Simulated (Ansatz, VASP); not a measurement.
## HfC: VASP beside Ansatz

File INCAR:

```
SYSTEM = HfC
PREC = Accurate
ENCUT = 520
EDIFF = 1E-8
ISMEAR = -1
SIGMA = 0.05
LREAL = .False.
LASPH = .True.
NELM = 100
ALGO = Normal
ISIF = 2
LWAVE = .False.
LCHARG = .False.
GGA = PE
LEFG = .True.
NBANDS = 14
```

File KPOINTS:

```
regular mesh
0
Gamma
  15 15 15
  0 0 0
```

Contents of POSCAR:

```
HfC
1.0
    0.0000000000      2.3172240222      2.3172240222
    2.3172240222      0.0000000000      2.3172240222
    2.3172240222      2.3172240222      0.0000000000
Hf C
1 1
Direct
    0.5000000000      0.5000000000      0.5000000000
    0.0000000000      0.0000000000      0.0000000000
```

Input for Ansatz:

```yaml
crystal:
  lattice:
    - [0.0, 2.3172240222, 2.3172240222]
    - [2.3172240222, 0.0, 2.3172240222]
    - [2.3172240222, 2.3172240222, 0.0]
  atoms:
    - { symbol: Hf, position: [0.5, 0.5, 0.5] }
    - { symbol: C, position: [0.0, 0.0, 0.0] }
kpoints:
  mp_grid: { grid: [15, 15, 15] }
scf:
  occupations: { method: fermi_dirac, width: 0.05 }
hamiltonian:
  xc: pbe
  pseudopotentials: { kind: all_electron, datasets: crystal }
output:
  forces: true
  stress: true
  eigenvalues: true
  efg: { contact_densities: true }
```

Change from the starting cell: volume scaled by 0.99, crystal datasets.

Alike in both runs: task electric field gradients; functional PBE; k mesh 15 × 15 × 15; occupations fermi-dirac, width 0.05 eV; no spin polarisation.

```csv
,VASP,Ansatz
version,VASP 6.6.1,Ansatz 0.2.0
potentials or method,"VASP PAW PBE potentials, release 64 (Hf_pv, C), cutoff 520 eV","all-electron PAW with datasets made for the crystal, scalar-relativistic"
```

```csv
,VASP,Ansatz,Ansatz less VASP
pressure (GPa),2.0,2.7,+0.66
```

Ansatz ran all-electron here, and VASP with PAW potentials.

Spin-orbit coupling is off throughout.
